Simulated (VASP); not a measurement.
Set up this calculation in VASP 6.6.1, as the native input.

* Task: single point
* Functional: r2SCAN
* Potentials or basis: VASP PAW PBE potentials, release 64 (Ba_sv, Ti_sv, O)
* Cutoff: 520 eV
* k mesh: 6 × 6 × 6
* Occupations: fermi-dirac, width 0.055 eV
* Spin: no spin polarisation
* Dipole correction: no
* Further INCAR settings: ALGO = Normal; EDIFF = 1e-07; NBANDS = 51

The system is BaTiO3.

```
Ba Ti O
1.0
     4.06029    4.06029    0.00000
     0.00000    4.06029    4.07876
     4.06029    0.00000    4.07876
Ba Ti O
2 2 6
Direct
  0.00000 0.00000 0.00000
  0.50000 0.50000 0.50000
  0.25500 0.24500 0.24500
  0.75500 0.74500 0.74500
  0.49050 0.00950 0.00950
  0.99050 0.50950 0.50950
  0.49150 0.50850 0.00850
  0.99150 0.00850 0.50850
  0.49150 0.00850 0.50850
  0.99150 0.50850 0.00850
```

The input as run:

POSCAR

```
BaTiO3
1.0
    4.0602859600      4.0602859600      0.0000000000
    0.0000000000      4.0602859600      4.0787611800
    4.0602859600      0.0000000000      4.0787611800
Ba Ti O
2 2 6
Direct
    0.0000000000      0.0000000000      0.0000000000
    0.5000000000      0.5000000000      0.5000000000
    0.2550000000      0.2450000000      0.2450000000
    0.7550000000      0.7450000000      0.7450000000
    0.4905000000      0.0095000000      0.0095000000
    0.9905000000      0.5095000000      0.5095000000
    0.4915000000      0.5085000000      0.0085000000
    0.9915000000      0.0085000000      0.5085000000
    0.4915000000      0.0085000000      0.5085000000
    0.9915000000      0.5085000000      0.0085000000
```

INCAR.step1

```
SYSTEM = BaTiO3
PREC = Accurate
ENCUT = 520
ISMEAR = -1
SIGMA = 0.055
LREAL = .False.
LASPH = .True.
NELM = 100
NBANDS = 51
GGA = PE
ALGO = Normal
EDIFF = 1E-4
LWAVE = .True.
LCHARG = .False.
```

INCAR.step2

```
SYSTEM = BaTiO3
PREC = Accurate
ENCUT = 520
EDIFF = 1E-7
ISMEAR = -1
SIGMA = 0.055
LREAL = .False.
LASPH = .True.
NELM = 100
ALGO = Normal
ISIF = 2
LWAVE = .False.
LCHARG = .False.
METAGGA = R2SCAN
LMIXTAU = .True.
NBANDS = 51
ISTART = 1
```

KPOINTS

```
Automatic mesh
0
Gamma
  6 6 6
  0 0 0
```

Potentials or basis: VASP PAW PBE potentials, release 64 (Ba_sv, Ti_sv, O).

Launch:

```bash
$ cat potpaw_PBE.64/Ba_sv/POTCAR potpaw_PBE.64/Ti_sv/POTCAR potpaw_PBE.64/O/POTCAR > POTCAR
$ cp INCAR.step1 INCAR
$ mpirun -np 1 vasp_std > vasp.out
$ cp INCAR.step2 INCAR
$ mpirun -np 1 vasp_std > vasp.out
```

It gave:

* Pressure: -6.3 GPa
* Largest force: 0.575 eV/Å
* Band gap on the k mesh: 2.05 eV

Caveat: the cell stands under tension; the PAW data sets were made with another functional, which shifts forces and pressure a little; spin-orbit coupling is left out, which moves the levels of the heavy elements.

Run time: 14 min on 1 thread of Intel(R) Xeon(R) Platinum 8559C (Emerald Rapids) (shared host), peak memory 0.46 GiB.
